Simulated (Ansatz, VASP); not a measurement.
One calculation of Sb, two programs

File INCAR:

```
PREC     = Accurate       # precision mode
ENCUT    = 520            # plane-wave cutoff, eV
EDIFF    = 1E-6           # SCF threshold, eV
ISMEAR   = -1             # smearing method
SIGMA    = 0.05           # smearing width, eV
LREAL    = F              # projectors in reciprocal space
LASPH    = T              # aspherical terms in the spheres
NELM     = 100            # most SCF steps
ALGO     = Normal         # electronic algorithm
ISIF     = 2              # what is computed and relaxed
LWAVE    = F              # write WAVECAR
LCHARG   = F              # write CHGCAR
GGA      = PE             # functional
NBANDS   = 8              # bands
```

The input KPOINTS:

```
regular mesh
0
Gamma
  12 12 12
```

The input POSCAR:

```
Sb
1.0
    0.0000000000      2.3050000000      2.2819500000
    2.3050000000      0.0000000000      2.2819500000
    2.3050000000      2.3050000000      0.0000000000
Sb
1
Direct
    0.0000000000      0.0000000000      0.0000000000
```

Input for Ansatz:

```yaml
crystal:
  lattice:
    - [0.0, 2.305, 2.28195]
    - [2.305, 0.0, 2.28195]
    - [2.305, 2.305, 0.0]
  atoms:
    - { symbol: Sb, position: [0.0, 0.0, 0.0] }
kpoints:
  mp_grid: { grid: [12, 12, 12] }
  band_path:
    path:
      - [0.0, 0.0, 0.0]
      - [0.0, 0.5, 0.5]
      - [0.25, 0.75, 0.5]
      - [0.0, 0.5, 0.0]
      - [0.0, 0.0, 0.0]
      - [0.5, 0.5, 0.0]
      - [0.3775380063, 0.6224619937, 0.0]
      - [-0.3775380063, 0.3775380063, 0.0]
      - [0.0, 0.0, 0.0]
    npoints: 5
scf:
  occupations: { method: fermi_dirac, width: 0.05 }
hamiltonian:
  xc: pbe
  pseudopotentials: { kind: all_electron, lapw: { basis_error: 0.001 } }
output:
  forces: true
  stress: true
  eigenvalues: true
```

Change from the starting cell: zz strain of -1 %.

Alike in both runs: task single point; functional PBE; k mesh 12 × 12 × 12; occupations fermi-dirac, width 0.05 eV; no spin polarisation.

```csv
,VASP,Ansatz
version,VASP 6.6.1,Ansatz 0.2.0
potentials or method,"VASP PAW PBE potentials, release 64 (Sb), cutoff 520 eV","all-electron LAPW, scalar-relativistic"
```

|  | VASP | Ansatz | Ansatz less VASP |
| --- | --- | --- | --- |
| pressure (GPa) | 9.6 | 9.7 | +0.14 |
| traceless stress, the component that is largest in VASP (GPa) | 0.06 | 0.05 | -0.012 |

Ansatz ran all-electron here, and VASP with PAW potentials.

Neither program's run includes spin-orbit coupling.
